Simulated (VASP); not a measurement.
# F (P-1) in VASP: further runs, part 2 of 2

VASP 6.6.1. Earlier steps stand in the parts before.

## (3) Single point, PBE+D3(BJ) (16.46 Å³/atom)

This run uses another cell than the first one, of 16.46 Å³/atom.

Input file INCAR:

```
SYSTEM = F
ALGO = Normal
EDIFF = 1E-6
ENCUT = 520
GGA = PE
ISIF = 2
ISMEAR = 0
IVDW = 12
LASPH = .TRUE.
LCHARG = .FALSE.
LREAL = .FALSE.
LWAVE = .FALSE.
NBANDS = 38
NELM = 80
PREC = Accurate
SIGMA = 0.02
```

Input file KPOINTS:

```
k-points
0
G
  6 4 4
  0 0 0
```

Input file POSCAR:

```
F
1.0
    3.3983456848      0.0426273305     -0.0536898528
   -0.1772713782      6.0684395432     -0.0714410944
   -0.2649225130     -0.2492059690      6.3883279481
F
8
Direct
    0.4044461963      0.1651432746      0.3543821481
    0.9460466951      0.7655713014      0.2664103167
    0.9055753031      0.2535645342      0.9360441361
    0.4218106225      0.6331145717      0.6989959731
    0.5781893775      0.3668854283      0.3010040269
    0.0944246969      0.7464354658      0.0639558639
    0.0539533049      0.2344286986      0.7335896833
    0.5955538037      0.8348567254      0.6456178519
```

Potentials or basis: VASP PAW PBE potentials, release 64 (F).

Launch:

```console
$ cat potpaw_PBE.64/F/POTCAR > POTCAR
$ mpirun -np 1 vasp_std > vasp.out
```

OUTCAR:

```text
SYSTEM = F
   EDIFF = 1E-6
   ENCUT = 520
   GGA = PE
   ISIF = 2
   ISMEAR = 0
   IVDW = 12
   LASPH = .TRUE.
   LREAL = .FALSE.
   NELM = 80
   PREC = Accurate
 IVDW          = 12

 ion  position               nearest neighbor table
   1  0.404  0.165  0.354-   5 1.42
   2  0.946  0.766  0.266-   6 1.42
   3  0.906  0.254  0.936-   7 1.42
   4  0.422  0.633  0.699-   8 1.42
   5  0.578  0.367  0.301-   1 1.42
   6  0.094  0.746  0.064-   2 1.42
   7  0.054  0.234  0.734-   3 1.42
   8  0.596  0.835  0.646-   4 1.42

  LATTYP: Found a triclinic cell.
 ALAT       =     3.3990370817
 B/A-ratio  =     2.7033843340
 C/A-ratio  =     1.8824959144
 COS(alpha) =     0.0099682645
 COS(beta)  =     0.0576527991
 COS(gamma) =     0.7506963853

  Lattice vectors:

 A1 = (   3.3983456848,   0.0426273305,  -0.0536898528)
 A2 = (   6.9739627478,  -5.9831848822,  -0.0359386112)
 A3 = (   0.2649225130,   0.2492059690,  -6.3883279481)

Analysis of symmetry for initial positions (statically):
=====================================================================
 Subroutine PRICEL returns:
 Original cell was already a primitive cell.

 Routine SETGRP: Setting up the symmetry group for a
 triclinic supercell.

 Subroutine GETGRP returns: Found  2 space group operations
 (whereof  2 operations were pure point group operations)
 out of a pool of  2 trial point group operations.

The static configuration has the point symmetry S_2 .

Analysis of symmetry for dynamics (positions and initial velocities):
=====================================================================
 Subroutine PRICEL returns:
 Original cell was already a primitive cell.

 Routine SETGRP: Setting up the symmetry group for a
 triclinic supercell.

 Subroutine GETGRP returns: Found  2 space group operations
 (whereof  2 operations were pure point group operations)
 out of a pool of  2 trial point group operations.

The dynamic configuration has the point symmetry S_2 .

 Subroutine INISYM returns: Found  2 space group operations
 (whereof  2 operations are pure point group operations),
 and found     1 'primitive' translations

----------------------------------------------------------------------------------------

                                     Primitive cell

  volume of cell :     131.6442

  direct lattice vectors                    reciprocal lattice vectors
     3.398345685  0.042627330 -0.053689853     0.294349355  0.008746259  0.012547789
    -0.177271378  6.068439543 -0.071441094    -0.001966950  0.164804275  0.006347376
    -0.264922513 -0.249205969  6.388327948     0.002451823  0.001916524  0.156711922

  length of vectors
     3.399037082  6.071448547  6.398673419     0.294746479  0.164938192  0.156742818

  position of ions in fractional coordinates (direct lattice)
     0.404446196  0.165143275  0.354382148
     0.946046695  0.765571301  0.266410317
     0.905575303  0.253564534  0.936044136
     0.421810622  0.633114572  0.698995973
     0.578189378  0.366885428  0.301004027
     0.094424697  0.746435466  0.063955864
     0.053953305  0.234428699  0.733589683
     0.595553804  0.834856725  0.645617852
[... 42 lines left out ...]
  0.333333 -0.000000  0.000000      2.000000
  0.500000  0.000000  0.000000      1.000000
 -0.000000  0.250000  0.000000      2.000000
  0.166667  0.250000  0.000000      2.000000
[... 16 lines left out ...]
  0.333333  0.250000  0.250000      2.000000
  0.500000  0.250000  0.250000      2.000000
 [... further k-points ...]
   k-points           NKPTS =     52   k-points in BZ     NKDIM =     52   number of bands    NBANDS=     38
   number of dos      NEDOS =    301   number of ions     NIONS =      8
   total plane-waves  NPLWV =  64512
   dimension x,y,z NGX =    28 NGY =   48 NGZ =   48
   dimension x,y,z NGXF=    56 NGYF=   96 NGZF=   96
   ions per type =               8
   NGX,Y,Z   is equivalent  to a cutoff of  13.69, 13.14, 12.47 a.u.
   NGXF,Y,Z  is equivalent  to a cutoff of  27.39, 26.29, 24.94 a.u.
 SYSTEM =  F
   PREC   = accura    normal or accurate (medium, high low for compatibility)
   ISTART =      0    job   : 0-new  1-cont  2-samecut
   ICHARG =      2    charge: 1-file 2-atom 10-const
   ISPIN  =      1    spin polarized calculation?
   LNONCOLLINEAR =      F non collinear calculations
   LSORBIT =      F    spin-orbit coupling
   LASPH  =      T    aspherical Exc in radial PAW
   ENCUT  =  520.0 eV  38.22 Ry    6.18 a.u.   6.32 11.29 11.90*2*pi/ulx,y,z
   NELM   =     80;   NELMIN=  2; NELMDL= -5     # of ELM steps
   EDIFF  = 0.1E-05   stopping-criterion for ELM
   LREAL  =      F    real-space projection
   EDIFFG = 0.1E-04   stopping-criterion for IOM
   NSW    =      0    number of steps for IOM
   IBRION =     -1    ionic relax: 0-MD 1-quasi-New 2-CG
   NFREE  =      0    steps in history (QN), initial steepest desc. (CG)
   ISIF   =      2    stress and relaxation
   ISYM   =      2    0-nonsym 1-usesym 2-fastsym
   POTIM  = 0.5000    time-step for ionic-motion
   TEBEG  =    0.0;   TEEND  =   0.0 temperature during run
   PSTRESS=    0.0 pullay stress
   NELECT =      56.0000    total number of electrons
   NUPDOWN=      -1.0000    fix difference up-down
   EMIN   =  10.00;   EMAX   =-10.00  energy-range for DOS
   EFERMI =   0.00;   METHOD = LEGACY
   ISMEAR =     0;   SIGMA  =   0.02  broadening in eV -4-tet -1-fermi 0-gaus
   EFERMI_NEDOS =   21; number of points for ismear=-14 and -15
   IALGO  =     38    algorithm
   IMIX   =      4    mixing-type and parameters
     AMIX     =   0.40;   BMIX     =  1.00
     AMIX_MAG =   1.60;   BMIX_MAG =  1.00
  volume/ion in A,a.u.               =      16.46       111.05
  Fermi-wavevector in a.u.,A,eV,Ry     =   1.231224  2.326675 20.625231  1.515912
  Thomas-Fermi vector in A             =   2.366042
   LORBIT       =      0    0 simple, 1 ext, 2 COOP (PROOUT), +10 PAW based schemes
   GGA     = PE    functional components
   LHFCALC =     F    Hartree Fock is set to
   AEXX    =    0.0000 exact exchange contribution
   IVDW    =    12    specifies the selected vdW correction
   LEPSILON=     F    determine dielectric tensor
   LRPA    =     F    only Hartree local field effects (RPA)
 non-spin polarized calculation
 Gauss-broadening in eV      SIGMA  =   0.02
  energy-cutoff  :      520.00
  volume of cell :      131.64
 maximum number of plane-waves:      3564
 NGX is ok and might be reduce to    28
   NGX = 13   NGY = 23   NGZ = 23

 number of electron      55.9999962 magnetization

 Free energy of the ion-electron system (eV)
  ---------------------------------------------------
  ext. energy  EPLUGINS =         0.00000000
  ---------------------------------------------------
  free energy    TOTEN  =       -14.57629631 eV

  energy without entropy =      -14.57629631  energy(sigma->0) =      -14.57629631

 E-fermi :  -5.1778     XC(G=0):  -7.4836

 val. band max:       -5.3325853725   @ k =   0.5000   0.0000   0.5000
 cond. band min:      -2.3008369223   @ k =  -0.0000   0.5000   0.0000
 fundamental gap:      3.0317484502
 Fermi energy:        -5.1777588768

 k-point     1 :       0.0000    0.0000    0.0000
  band No.  band energies     occupation
      1     -30.2004      2.00000
      2     -30.1182      2.00000
      3     -30.0339      2.00000
      4     -30.0097      2.00000
      5     -23.9142      2.00000
      6     -23.8612      2.00000
[... 973 lines left out ...]
     37       9.0479      0.00000
     38       9.5861      0.00000

 [... further k-points ...]

------------------------ aborting loop because EDIFF is reached ----------------------------------------

 Edisp (eV)   -0.22633

 E8    (eV) :    -0.0493

  FORCE on cell =-STRESS in cart. coord.  units (eV):
  Direction    XX          YY          ZZ          XY          YZ          ZX
  --------------------------------------------------------------------------------------
  -------------------------------------------------------------------------------------
  Total       0.23105     0.67768     0.84169     0.33432    -0.19698    -0.46254
  in kB       2.81203     8.24770    10.24381     4.06886    -2.39735    -5.62939
  external pressure =        7.10 kB  Pullay stress =        0.00 kB

 VOLUME and BASIS-vectors are now :
 -----------------------------------------------------------------------------
  energy-cutoff  :      520.00
  volume of cell :      131.64
      direct lattice vectors                 reciprocal lattice vectors
     3.398345685  0.042627330 -0.053689853     0.294349355  0.008746259  0.012547789
    -0.177271378  6.068439543 -0.071441094    -0.001966950  0.164804275  0.006347376
    -0.264922513 -0.249205969  6.388327948     0.002451823  0.001916524  0.156711922

 POSITION                                       TOTAL-FORCE (eV/Angst)
 -----------------------------------------------------------------------------------
      1.25129      0.93109      2.23040        -0.154438     -0.332941      0.101701
      3.00870      4.61976      1.59643        -0.151117      0.014305      0.347431
      2.78453      1.34408      5.91302        -0.153101      0.015703      0.348363
      1.13605      3.68580      4.39754        -0.155988     -0.332967      0.102550
      1.82011      2.17606      1.86566         0.155988      0.332967     -0.102550
      0.17162      4.51779      0.35018         0.153101     -0.015703     -0.348363
     -0.05255      1.24210      4.66677         0.151117     -0.014305     -0.347431
      1.70486      4.93077      4.03280         0.154438      0.332941     -0.101701
 -----------------------------------------------------------------------------------
    total drift:                               -0.000000      0.000000      0.000000

  FREE ENERGIE OF THE ION-ELECTRON SYSTEM (eV)
  ---------------------------------------------------
  free  energy   TOTEN  =       -14.8026265085 eV

  energy  without entropy=      -14.8026265085  energy(sigma->0) =      -14.80262651
```

It took 1.9 min on 1 thread of Intel Xeon Platinum 8559C (Emerald Rapids), shared host; peak memory 0.33 GiB.

Results:

- Free energy: -14.8026 eV
- Pressure: 0.7 GPa
- Largest force: 0.382 eV/Å
- Band gap on the k mesh: 3.03 eV
- Dispersion energy per atom: -0.028 eV

Forces in eV/Å, atoms in the order of the input:
```
F   -0.154 -0.333  0.102
F   -0.151  0.014  0.347
F   -0.153  0.016  0.348
F   -0.156 -0.333  0.103
F    0.156  0.333 -0.103
F    0.153 -0.016 -0.348
F    0.151 -0.014 -0.347
F    0.154  0.333 -0.102
```

A k mesh can miss the band edges.

## (4) Single point, PBE+D3(BJ) (17.00 Å³/atom)

This run uses another cell than the first one, of 17.00 Å³/atom.

Input file INCAR:

```
SYSTEM = F
PREC = Accurate
ENCUT = 520
EDIFF = 1E-6
ISMEAR = 0
SIGMA = 0.02
LREAL = .FALSE.
LASPH = .TRUE.
NELM = 60
ALGO = Normal
ISIF = 2
LWAVE = .FALSE.
LCHARG = .TRUE.
GGA = PE
IVDW = 12
LELF = .TRUE.
LVHAR = .TRUE.
NBANDS = 38
```

Input file KPOINTS:

```
regular mesh
0
G
  6 4 4
  0 0 0
```

Input file POSCAR:

```
F
1.0
    3.4468618989      0.0380943886     -0.0474597296
   -0.1888161591      6.1453019785     -0.0603255771
   -0.2562258610     -0.2394880803      6.4235638057
F
8
Direct
    0.4023353689      0.1649049460      0.3535117939
    0.9468128211      0.7642919027      0.2669506947
    0.9032381526      0.2548357507      0.9337400595
    0.4248399551      0.6357332115      0.6996823295
    0.5751600449      0.3642667885      0.3003176705
    0.0967618474      0.7451642493      0.0662599405
    0.0531871789      0.2357080973      0.7330493053
    0.5976646311      0.8350950540      0.6464882061
```

Launch:

```console
$ cat potpaw_PBE.64/F/POTCAR > POTCAR
$ mpirun -np 1 vasp_std > vasp.out
```

Wall time 2.1 min (1 thread of Intel Xeon Platinum 8559C (Emerald Rapids), shared host); peak memory 0.34 GiB.

It converged, with:

* Free energy: -14.8108 eV
* Pressure: 0.5 GPa
* Largest force: 0.379 eV/Å
* Band gap on the k mesh: 3.06 eV
* Dispersion energy per atom: -0.027 eV

Forces in eV/Å, atoms in the order of the input:
```
F   -0.152 -0.327  0.099
F   -0.154  0.015  0.345
F   -0.154  0.017  0.346
F   -0.154 -0.328  0.100
F    0.154  0.328 -0.100
F    0.154 -0.017 -0.346
F    0.154 -0.015 -0.345
F    0.152  0.327 -0.099
```

Stress tensor (GPa, compression positive):
```
 0.13  0.39 -0.55
 0.39  0.63 -0.23
-0.55 -0.23  0.84
```

Levels at points of the mesh, in eV from the valence-band top:
```
           k point  band 24  band 25  band 26  band 27  band 28  band 29  band 30  band 31  band 32  band 33
(0.00, 0.00, 0.00)    -0.20    -0.18    -0.16    -0.09    -0.03     3.19     3.32     3.47     3.54     9.02
(0.50, 0.00, 0.00)    -0.27    -0.10    -0.10    -0.06    -0.03     3.25     3.32     3.43     3.47    12.30
(0.00, 0.50, 0.00)    -0.19    -0.19    -0.15    -0.11     0.00     3.06     3.35     3.42     3.54    10.12
(0.50, 0.50, 0.00)    -0.18    -0.12    -0.12    -0.08    -0.07     3.27     3.37     3.45     3.46    12.84
(0.00, 0.00, 0.50)    -0.27    -0.18    -0.18    -0.10    -0.08     3.27     3.35     3.39     3.43     9.92
(0.50, 0.00, 0.50)    -0.24    -0.21    -0.07    -0.04     0.00     3.19     3.24     3.46     3.57    12.78
(0.00, 0.50, 0.50)    -0.21    -0.20    -0.18    -0.11    -0.07     3.12     3.28     3.44     3.47    10.75
(0.50, 0.50, 0.50)    -0.16    -0.14    -0.09    -0.08    -0.05     3.17     3.34     3.49     3.54    12.98
```

A k mesh can miss the band edges.

## (5) Overview

```csv
cell,gap on the mesh (eV),pressure (GPa),largest force (eV/Å)
"a = 3.353, b = 5.991, c = 6.357 Å, angles 92.9, 93.5, 90.9°, 8 atoms, atomic positions A",3.01,0.9,0.38
"a = 3.399, b = 6.071, c = 6.399 Å, angles 92.8, 93.3, 90.9°, 8 atoms, atomic positions B",3.03,0.7,0.38
"a = 3.447, b = 6.148, c = 6.433 Å, angles 92.6, 93.1, 91.1°, 8 atoms, atomic positions C",3.06,0.5,0.38
```

Alike in all rows: task single point; level PBE+D3(BJ); potentials or basis VASP PAW PBE potentials, release 64 (F); no spin polarisation; k mesh 6 × 4 × 4; cutoff (eV) 520; smearing gaussian 0.02 eV.

Absolute energies hang on the potentials; compare differences alone.
